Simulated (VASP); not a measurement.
YTl2OsC6N6: single point with PBE

The system is YTl2OsC6N6.

```xyz
16
Lattice="0.0000 5.2760 5.2760 5.2760 0.0000 5.2760 5.2760 5.2760 0.0000" Properties=species:S:1:pos:R:3 pbc="T T T"
Y     5.2760    5.2760    5.2760
Tl    2.6380    2.6380    2.6380
Tl    7.9140    7.9140    7.9140
Os    0.0000    0.0000    0.0000
C     1.8960    5.2760    5.2760
C     5.2760    1.8960    5.2760
C     5.2760    5.2760    1.8960
C     8.6560    5.2760    5.2760
C     5.2760    8.6560    5.2760
C     5.2760    5.2760    8.6560
N     3.0660    5.2760    5.2760
N     5.2760    3.0660    5.2760
N     5.2760    5.2760    3.0660
N     7.4860    5.2760    5.2760
N     5.2760    7.4860    5.2760
N     5.2760    5.2760    7.4860
```

```
Program             : VASP 6.6.1
Task                : single point
Functional          : PBE
Potentials or basis : VASP PAW PBE potentials, release 64 (Y_sv, Tl_d, Os, C, N)
Cutoff              : 520 eV
k mesh              : 4 × 4 × 4
Occupations         : gaussian, width 0.1 eV
Spin                : collinear spin
Starting moments    : [0.0, 0.0, 0.0, 1.0, 0.0, 0.0, 0.0, 0.0, 0.0, 0.0, 0.0, 0.0, 0.0, 0.0, 0.0, 0.0] μB
```

* Pressure: 14.9 GPa
* Largest force: 1.930 eV/Å
* Net moment: 0.02 μB per cell
* Valence electrons inside the program's atomic spheres: Y 10.27; Tl 11.09; Os 8.91; C 2.65; N 3.94

Forces in eV/Å, atoms in the order of the input:
```
Y    0.000  0.000  0.000
Tl   0.000  0.000  0.000
Tl   0.000  0.000  0.000
Os   0.000  0.000  0.000
C    1.930  0.000  0.000
C    0.000  1.930  0.000
C    0.000  0.000  1.930
C   -1.930  0.000  0.000
C    0.000 -1.930  0.000
C    0.000  0.000 -1.930
N    0.058  0.000  0.000
N    0.000  0.058  0.000
N    0.000  0.000  0.058
N   -0.058  0.000  0.000
N    0.000 -0.058  0.000
N    0.000  0.000 -0.058
```

Levels at points of the mesh, in eV from the Fermi level:
Spin up:
| k point | band 45 | band 46 | band 47 | band 48 | band 49 | band 50 | band 51 | band 52 | band 53 | band 54 |
| --- | --- | --- | --- | --- | --- | --- | --- | --- | --- | --- |
| (0.00, 0.00, 0.00) | -5.61 | -5.61 | -4.38 | -4.38 | -4.38 | 0.72 | 0.72 | 0.72 | 1.34 | 1.34 |
| (0.50, 0.00, 0.00) | -5.47 | -5.47 | -3.76 | -3.76 | -3.75 | -0.15 | 0.22 | 0.22 | 0.27 | 0.61 |
| (0.50, 0.50, 0.00) | -5.30 | -5.11 | -4.24 | -3.45 | -3.45 | -0.31 | 0.27 | 0.27 | 0.76 | 0.76 |
Spin down:
```tsv
k point	band 47	band 48	band 49	band 50	band 51	band 52
(0.00, 0.00, 0.00)	-4.38	-4.38	-4.38	0.73	0.73	0.73
(0.50, 0.00, 0.00)	-3.76	-3.76	-3.75	-0.14	0.22	0.22
(0.50, 0.50, 0.00)	-4.24	-3.45	-3.45	-0.30	0.27	0.27
```

Run time: 7.8 min on 1 thread of Intel(R) Xeon(R) 6975P-C (Granite Rapids), on a shared host, peak memory 0.69 GiB.

Caveat: the cell stands under pressure; spin-orbit coupling is left out, which moves the levels of the heavy elements; forces of over 1 eV/Å act on the atoms, so gaps and moduli don't describe the material at rest.
